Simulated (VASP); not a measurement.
Tl, 2 atoms in the cell. It takes space group P6_3/mmc (No. 194, hexagonal). The conventional cell has a = 3.456 Å, b = 3.456 Å, c = 5.525 Å, α = 90.00°, β = 90.00°, γ = 120.00°. Within 4.5 Å of Tl (site symmetry -6m2) lie 12 Tl at 3.41 to 3.46 Å. 

```yaml
Program: VASP 6.6.1
Task: relaxation of cell and atoms
Functional: PBEsol
Potentials_or_basis: VASP PAW PBE potentials, release 64 (Tl_d)
Cutoff: 600 eV
k_mesh: 9 × 9 × 5
Occupations: fermi-dirac, width 0.05 eV
Spin: no spin polarisation
Target_pressure: 30 GPa
Dipole_correction: no
Further_INCAR_settings: ALGO = Normal; EDIFF = 1e-07; IBRION = 2; EDIFFG = -0.005; NSW = 80; ISIF = 3
```

Potentials or basis: VASP PAW PBE potentials, release 64 (Tl_d).

Command:

```bash
$ cat potpaw_PBE.64/Tl_d/POTCAR > POTCAR
$ mpirun -np 1 vasp_std > vasp.out
```

Hardware: 1 thread of Intel(R) Xeon(R) Platinum 8488C (Sapphire Rapids), with other jobs on the host.

Problem. How long does it take, and how much memory?

Solution. Wall time 2.8 min on 1 thread of Intel(R) Xeon(R) Platinum 8488C (Sapphire Rapids), on a shared host, peak memory 0.22 GiB. Counts: scf iterations 99, k points 36, ion steps 12.
